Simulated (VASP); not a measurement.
# Si (I4_1/amd) in VASP: relaxation of shape and atoms at fixed volume with r2SCAN

Aim: the relaxation of shape and atoms at fixed volume of Si with r2SCAN.

Program: VASP 6.6.1. These are calculated values, not measurements. Logs are shortened: lines on timing, memory, paths and dates and some standing lists are left out, and cuts for length are marked.

### Step 1. The cell of the first run

It takes space group I4_1/amd (No. 141, tetragonal). The conventional cell has a = 4.608 Å, b = 4.608 Å, c = 2.527 Å, α = 90.00°, β = 90.00°, γ = 90.00°. Si (site symmetry -4m2) has 10 Si at 2.39 to 2.98 Å within 3.2 Å.

### Step 2. Relaxation of shape and atoms at fixed volume, r2SCAN (13.42 Å³/atom)

The input, POSCAR:

```
Si
1.0
   -2.3042310499      2.3042310499      1.2635510209
    2.3042310499     -2.3042310499      1.2635510209
    2.3042310499      2.3042310499     -1.2635510209
Si
2
Direct
    0.2500000000      0.7500000000      0.5000000000
    0.5000000000      0.5000000000      0.0000000000
```

The input, INCAR.step1:

```
  PREC = Accurate
  ENCUT = 600
  ISMEAR = 0
  SIGMA = 0.05
  LREAL = F
  LASPH = T
  NELM = 60
  GGA = PE
  ALGO = Normal
  EDIFF = 1E-4
  LWAVE = T
  LCHARG = F
```

The input, INCAR.step2:

```
  PREC = Accurate
  ENCUT = 600
  EDIFF = 1E-6
  ISMEAR = 0
  SIGMA = 0.05
  LREAL = F
  LASPH = T
  NELM = 60
  ALGO = Normal
  ISIF = 4
  LWAVE = F
  LCHARG = F
  METAGGA = R2SCAN
  LMIXTAU = T
  IBRION = 2
  NSW = 60
  EDIFFG = -0.01
  ISTART = 1
```

The input, KPOINTS:

```
Automatic mesh
0
Gamma
  20 20 20
```

Potentials or basis: VASP PAW PBE potentials, release 64 (Si).

Run with:

```bash
$ cat potpaw_PBE.64/Si/POTCAR > POTCAR
$ cp INCAR.step1 INCAR
$ mpirun -np 1 vasp_std > vasp.out
$ cp INCAR.step2 INCAR
$ mpirun -np 1 vasp_std > vasp.out
```

OUTCAR:

```text
PREC = Accurate
   ENCUT = 600
   EDIFF = 1E-6
   ISMEAR = 0
   LREAL = F
   LASPH = T
   NELM = 60
   ISIF = 4
   METAGGA = R2SCAN
   IBRION = 2
   NSW = 60
   EDIFFG = -0.01
   ISTART = 1

 ion  position               nearest neighbor table
   1  0.250  0.750  0.500-   2 2.39   2 2.39   2 2.39   2 2.39   2 2.98   2 2.98   2 2.98   2 2.98

   2  0.500  0.500  0.000-   1 2.39   1 2.39   1 2.39   1 2.39   1 2.98   1 2.98   1 2.98   1 2.98

  LATTYP: Found a body centered tetragonal cell.
 ALAT       =     4.6084620998
 C/A-ratio  =     0.5483612509

  Lattice vectors:

 A1 = (  -2.3042310499,   2.3042310499,   1.2635510209)
 A2 = (   2.3042310499,  -2.3042310499,   1.2635510209)
 A3 = (   2.3042310499,   2.3042310499,  -1.2635510209)

Analysis of symmetry for initial positions (statically):
=====================================================================
 Subroutine PRICEL returns:
 Original cell was already a primitive cell.

 Routine SETGRP: Setting up the symmetry group for a
 body centered tetragonal supercell.

 Subroutine GETGRP returns: Found 16 space group operations
 (whereof  8 operations were pure point group operations)
 out of a pool of 16 trial point group operations.

The static configuration has the point symmetry D_2d.
 The point group associated with its full space group is D_4h.

Analysis of symmetry for dynamics (positions and initial velocities):
=====================================================================
 Subroutine PRICEL returns:
 Original cell was already a primitive cell.

 Routine SETGRP: Setting up the symmetry group for a
 body centered tetragonal supercell.

 Subroutine GETGRP returns: Found 16 space group operations
 (whereof  8 operations were pure point group operations)
 out of a pool of 16 trial point group operations.

The dynamic configuration has the point symmetry D_2d.
 The point group associated with its full space group is D_4h.

 Subroutine INISYM returns: Found 16 space group operations
 (whereof  8 operations are pure point group operations),
 and found     1 'primitive' translations

----------------------------------------------------------------------------------------

                                     Primitive cell

  volume of cell :      26.8352

  direct lattice vectors                    reciprocal lattice vectors
    -2.304231050  2.304231050  1.263551021     0.000000000  0.216992128  0.395710178
     2.304231050 -2.304231050  1.263551021     0.216992128  0.000000000  0.395710178
     2.304231050  2.304231050 -1.263551021     0.216992128  0.216992128  0.000000000

  length of vectors
     3.495071193  3.495071193  3.495071193     0.451300487  0.451300487  0.306873211

  position of ions in fractional coordinates (direct lattice)
     0.250000000  0.750000000  0.500000000
     0.500000000  0.500000000  0.000000000

  ion indices of the primitive-cell ions
   primitive index   ion index
                 1           1
                 2           2

----------------------------------------------------------------------------------------

 KPOINTS: Automatic mesh

Automatic generation of k-mesh.
 Grid dimensions read from file:
 generate k-points for:   20   20   20

 Generating k-lattice:

  Cartesian coordinates                     Fractional coordinates (reciprocal lattice)
     0.000000000  0.010849606  0.019785509     0.050000000  0.000000000  0.000000000
     0.010849606  0.000000000  0.019785509     0.000000000  0.050000000  0.000000000
     0.010849606  0.010849606  0.000000000     0.000000000  0.000000000  0.050000000

[... 60 lines left out ...]
   IBRION =      2    ionic relax: 0-MD 1-quasi-New 2-CG
   NFREE  =      1    steps in history (QN), initial steepest desc. (CG)
   ISIF   =      4    stress and relaxation
   ISYM   =      2    0-nonsym 1-usesym 2-fastsym
   POTIM  = 0.5000    time-step for ionic-motion
   TEBEG  =    0.0;   TEEND  =   0.0 temperature during run
   PSTRESS=    0.0 pullay stress
   NELECT =       8.0000    total number of electrons
   NUPDOWN=      -1.0000    fix difference up-down
   EMIN   =  10.00;   EMAX   =-10.00  energy-range for DOS
   EFERMI =   0.00;   METHOD = LEGACY
   ISMEAR =     0;   SIGMA  =   0.05  broadening in eV -4-tet -1-fermi 0-gaus
   EFERMI_NEDOS =   21; number of points for ismear=-14 and -15
   IALGO  =     38    algorithm
   IMIX   =      4    mixing-type and parameters
     AMIX     =   0.40;   BMIX     =  1.00
     AMIX_MAG =   1.60;   BMIX_MAG =  1.00
  volume/ion in A,a.u.               =      13.42        90.55
  Fermi-wavevector in a.u.,A,eV,Ry     =   1.093629  2.066659 16.272890  1.196024
  Thomas-Fermi vector in A             =   2.229918
   LORBIT       =      0    0 simple, 1 ext, 2 COOP (PROOUT), +10 PAW based schemes
   METAGGA = R2SCAN    functional components
   LHFCALC =     F    Hartree Fock is set to
   AEXX    =    0.0000 exact exchange contribution
   IVDW    =     0    specifies the selected vdW correction
   LEPSILON=     F    determine dielectric tensor
   LRPA    =     F    only Hartree local field effects (RPA)
 conjugate gradient relaxation of ions
 non-spin polarized calculation
 Gauss-broadening in eV      SIGMA  =   0.05
  energy-cutoff  :      600.00
  volume of cell :       26.84
 maximum number of plane-waves:       909
   NGX = 13   NGY = 13   NGZ = 13

--------------------------------------- Ionic step        1  -------------------------------------------

 number of electron       8.0000000 magnetization

 Free energy of the ion-electron system (eV)
  ---------------------------------------------------
  ext. energy  EPLUGINS =         0.00000000
  ---------------------------------------------------
  free energy    TOTEN  =       -16.49411679 eV

  energy without entropy =      -16.49322298  energy(sigma->0) =      -16.49366988

------------------------ aborting loop because EDIFF is reached ----------------------------------------

  FORCE on cell =-STRESS in cart. coord.  units (eV):
  Direction    XX          YY          ZZ          XY          YZ          ZX
  --------------------------------------------------------------------------------------
  -------------------------------------------------------------------------------------
  Total        3.1674566      3.1674566      3.0143278      0.0000000      0.0000000      0.0000000
  in kB      189.1108423    189.1108423    179.9683913      0.0000000      0.0000000      0.0000000
  external PRESSURE =     186.0633586 kB  Pullay stress =       0.0000000 kB

 VOLUME and BASIS-vectors are now :
 -----------------------------------------------------------------------------
  energy-cutoff  :      600.00
  volume of cell :       26.84
      direct lattice vectors                 reciprocal lattice vectors
    -2.304231050  2.304231050  1.263551021     0.000000000  0.216992128  0.395710178
     2.304231050 -2.304231050  1.263551021     0.216992128  0.000000000  0.395710178
     2.304231050  2.304231050 -1.263551021     0.216992128  0.216992128  0.000000000

 POSITION                                       TOTAL-FORCE (eV/Angst)
 -----------------------------------------------------------------------------------
      2.30423      0.00000      0.63178        -0.000000      0.000000      0.000000
      0.00000      0.00000      1.26355         0.000000     -0.000000     -0.000000
 -----------------------------------------------------------------------------------
    total drift:                                0.000000      0.000000      0.000000

  FREE ENERGIE OF THE ION-ELECTRON SYSTEM (eV)
  ---------------------------------------------------
  free  energy   TOTEN  =       -16.4941167888 eV

  energy  without entropy=      -16.4932229791  energy(sigma->0) =      -16.49366988

--------------------------------------- Ionic step        2  -------------------------------------------

 number of electron       8.0000000 magnetization

 Free energy of the ion-electron system (eV)
  ---------------------------------------------------
  ext. energy  EPLUGINS =         0.00000000
  ---------------------------------------------------
  free energy    TOTEN  =       -16.49432113 eV

  energy without entropy =      -16.49340314  energy(sigma->0) =      -16.49386213

 E-fermi :  10.8694     XC(G=0): -12.0741

 val. band max:       10.8688752645   @ k =  -0.1000  -0.1500   0.0500
 cond. band min:      10.8815373090   @ k =   0.4500   0.3500   0.0000
 fundamental gap:      0.0126620445
 Fermi energy:        10.8693758766

 k-point     1 :       0.0000    0.0000    0.0000
  band No.  band energies     occupation
      1      -4.8637      2.00000
      2       7.7744      2.00000
      3       7.7744      2.00000
      4       9.1815      2.00000
      5      12.0903      0.00000
      6      19.2134      0.00000
      7      21.3754      0.00000
      8      21.3754      0.00000
[... 243 lines left out ...]
 k-point    24 :      -0.3500    0.0500    0.0000
  band No.  band energies     occupation
      1      -1.8232      2.00000
      2       6.1993      2.00000
      3       7.7180      2.00000
      4       9.3254      2.00000
      5      12.8408      0.00000
      6      15.0876      0.00000
      7      15.9141      0.00000
      8      17.1312      0.00000

 [... further k-points ...]

------------------------ aborting loop because EDIFF is reached ----------------------------------------

  FORCE on cell =-STRESS in cart. coord.  units (eV):
  Direction    XX          YY          ZZ          XY          YZ          ZX
  --------------------------------------------------------------------------------------
  -------------------------------------------------------------------------------------
  Total        3.1119134      3.1119134      3.1040415      0.0000000      0.0000000      0.0000000
  in kB      185.7946761    185.7946761    185.3246908      0.0000000      0.0000000      0.0000000
  external PRESSURE =     185.6380143 kB  Pullay stress =       0.0000000 kB

 VOLUME and BASIS-vectors are now :
 -----------------------------------------------------------------------------
  energy-cutoff  :      600.00
  volume of cell :       26.84
      direct lattice vectors                 reciprocal lattice vectors
    -2.307071573  2.307071573  1.260441506     0.000000000  0.216724962  0.396686397
     2.307071573 -2.307071573  1.260441506     0.216724962  0.000000000  0.396686397
     2.307071573  2.307071573 -1.260441506     0.216724962  0.216724962  0.000000000

 POSITION                                       TOTAL-FORCE (eV/Angst)
 -----------------------------------------------------------------------------------
      2.30707      0.00000      0.63022         0.000000     -0.000000     -0.000000
      2.30707      2.30707      0.00000        -0.000000      0.000000      0.000000
 -----------------------------------------------------------------------------------
    total drift:                               -0.000000      0.000000     -0.000000

  FREE ENERGIE OF THE ION-ELECTRON SYSTEM (eV)
  ---------------------------------------------------
  free  energy   TOTEN  =       -16.4943211308 eV

  energy  without entropy=      -16.4934031356  energy(sigma->0) =      -16.49386213

 reached required accuracy - stopping structural energy minimisation
```

It took 25 min on 1 thread of Oxide Virtual Turin-like, shared host; peak memory 0.24 GiB.

Results:

| Quantity | Value |
| --- | --- |
| Free energy | -16.4943 eV |
| Energy gained by relaxing | 0.1 meV/atom |
| Ionic steps | 2 |
| Pressure after relaxing | 18.6 GPa |
| Band gap on the k mesh | zero (bands 4 and 5 overlap by 7.64 eV) |

Step by step:
| step | energy change (eV) | largest force (eV/Å) | pressure (GPa) | volume (Å³) |
| --- | --- | --- | --- | --- |
| 1 | 0.0000 | 0.0000 | 18.61 | 26.84 |
| 2 | -0.0002 | 0.0000 | 18.56 | 26.84 |

Final structure:
```
Si
1.0
    -2.30707    2.30707    1.26044
     2.30707   -2.30707    1.26044
     2.30707    2.30707   -1.26044
Si
2
Direct
  0.25000 0.75000 0.50000
  0.50000 0.50000 0.00000
```

Levels at points of the mesh, in eV from the Fermi level:
```csv
k point,band 2,band 3,band 4,band 5,band 6,band 7
"(0.00, 0.00, 0.00)",-3.09,-3.09,-1.69,1.22,8.34,10.51
"(0.50, 0.00, 0.00)",-7.89,-2.56,-2.02,-1.23,0.81,5.42
"(0.50, 0.50, 0.00)",-12.19,0.12,0.12,2.94,2.94,10.26
"(0.50, 0.50, 0.50)",-9.26,-8.08,-8.08,6.87,6.87,15.65
```

Caveat: the PAW data sets were made with another functional, which shifts forces and pressure a little.
